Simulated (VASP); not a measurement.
Input of a VASP 6.6.1 run:

Contents of INCAR:

```
ALGO = Normal
EDIFF = 1E-6
ENCUT = 520
GGA = PS
ISIF = 2
ISMEAR = 0
LASPH = True
LCHARG = False
LREAL = False
LWAVE = False
NBANDS = 12
NELM = 60
PREC = Accurate
SIGMA = 0.15
```

Contents of KPOINTS:

```
k-points
0
Gamma
  20 20 20
```

POSCAR

```
Ag
1.0
   -1.6225409200      1.6556540000      1.6556540000
    1.6225409200     -1.6556540000      1.6556540000
    1.6225409200      1.6556540000     -1.6556540000
Ag
1
Direct
    0.0000000000      0.0000000000      0.0000000000
```

Potentials or basis: VASP PAW PBE potentials, release 64 (Ag).

Run with:

```sh
$ cat potpaw_PBE.64/Ag/POTCAR > POTCAR
$ mpirun -np 1 vasp_std > vasp.out
```

Problem. Predict the pressure.

Solution. -5.8 GPa.

Stress tensor (GPa, compression positive):
```
-6.19  0.00  0.00
 0.00 -5.64  0.00
 0.00  0.00 -5.64
```

Caveat: the cell differs from its parent crystal (strain -0.0200 x Voigt [1, 0, 0, 0, 0, 0]); the PAW data sets were made with another functional, which shifts forces and pressure a little.
